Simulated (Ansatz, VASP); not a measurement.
**Sb in VASP and in Ansatz**

```
Sb
1.0
     2.24476    1.29601    3.94303
    -2.24476    1.29601    3.94303
     0.00000   -2.59202    3.94303
Sb
2
Direct
  0.23268 0.23268 0.23268
  0.76732 0.76732 0.76732
```

Alike in both runs: task single point; functional PBE; k mesh 14 × 14 × 14; occupations fermi-dirac, width 0.1 eV; no spin polarisation.

|  | VASP | Ansatz |
| --- | --- | --- |
| version | VASP 6.6.1 | Ansatz 0.2.0 |
| potentials or method | VASP PAW PBE potentials, release 64 (Sb), cutoff 520 eV | plane waves (420 eV) with PAW, scalar-relativistic |
| valence electrons in the cell | 10 | 30 |

```csv
,VASP,Ansatz,Ansatz less VASP
pressure (GPa),-3.2,-3.2,-0.01
"traceless stress, the component that is largest in VASP (GPa)",0.52,0.53,+0.013
```

VASP's potentials hold 10 valence electrons a cell and Ansatz's 30, so a difference there can come from the potentials and not from the codes.

Spin-orbit coupling is off throughout.
